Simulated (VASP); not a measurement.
Write the native input for VASP 6.6.1 that does the following.

```
Task                   : electric field gradients
Functional             : r2SCAN
Potentials or basis    : VASP PAW PBE potentials, release 64 (Cs_sv, Sn_d, I)
Cutoff                 : 520 eV
k mesh                 : 5 × 5 × 5
Occupations            : fermi-dirac, width 0.02 eV
Spin                   : no spin polarisation
Dipole correction      : no
Further INCAR settings : ALGO = Normal; EDIFF = 1e-08; NBANDS = 30
```

CsSnI3:

```
Cs Sn I
1.0
     6.28623    0.00000    0.00000
     0.00000    6.28623    0.00000
     0.00000    0.00000    6.28623
Cs Sn I
1 1 3
Direct
  0.50000 0.50000 0.50000
  0.00000 0.00000 0.00000
  0.50000 0.00000 0.00000
  0.00000 0.00000 0.50000
  0.00000 0.50000 0.00000
```

The input as run:

POSCAR

```
CsSnI3
1.0
    6.2862280000      0.0000000000      0.0000000000
    0.0000000000      6.2862280000      0.0000000000
    0.0000000000      0.0000000000      6.2862280000
Cs Sn I
1 1 3
Direct
    0.5000000000      0.5000000000      0.5000000000
    0.0000000000      0.0000000000      0.0000000000
    0.5000000000      0.0000000000      0.0000000000
    0.0000000000      0.0000000000      0.5000000000
    0.0000000000      0.5000000000      0.0000000000
```

INCAR.step1

```
SYSTEM = CsSnI3
PREC = Accurate
ENCUT = 520
ISMEAR = -1
SIGMA = 0.02
LREAL = .False.
LASPH = .True.
NELM = 100
NBANDS = 30
GGA = PE
ALGO = Normal
EDIFF = 1E-4
LWAVE = .True.
LCHARG = .False.
```

INCAR.step2

```
SYSTEM = CsSnI3
PREC = Accurate
ENCUT = 520
EDIFF = 1E-8
ISMEAR = -1
SIGMA = 0.02
LREAL = .False.
LASPH = .True.
NELM = 100
ALGO = Normal
ISIF = 2
LWAVE = .False.
LCHARG = .False.
METAGGA = R2SCAN
LMIXTAU = .True.
LEFG = .True.
NBANDS = 30
ISTART = 1
```

KPOINTS

```
regular mesh
0
Gamma
  5 5 5
  0 0 0
```

Potentials or basis: VASP PAW PBE potentials, release 64 (Cs_sv, Sn_d, I).

Launch:

```sh
$ cat potpaw_PBE.64/Cs_sv/POTCAR potpaw_PBE.64/Sn_d/POTCAR potpaw_PBE.64/I/POTCAR > POTCAR
$ cp INCAR.step1 INCAR
$ mpirun -np 1 vasp_std > vasp.out
$ cp INCAR.step2 INCAR
$ mpirun -np 1 vasp_std > vasp.out
```

Results of the run:

```yaml
Pressure: -0.6 GPa
Band_gap_on_the_k_mesh: 1.92 eV
Largest_electric_field_gradient_by_atom: Cs +0.0; Sn +0.0; I +400.9 V/Å²
```

Caveat: without QUAD_EFG the Cq values of the log hold for a quadrupole moment of 1 mb, not for the nuclei; the PAW data sets were made with another functional, which shifts forces and pressure a little; spin-orbit coupling is left out, which moves the levels of the heavy elements; an odd mesh through Γ misses points on the zone boundary, where band edges can lie.

Run time: 4.4 min on 1 thread of Intel(R) Xeon(R) Platinum 8259CL CPU @ 2.50GHz (Skylake/Cascade Lake), on a shared host, peak memory 0.4 GiB.
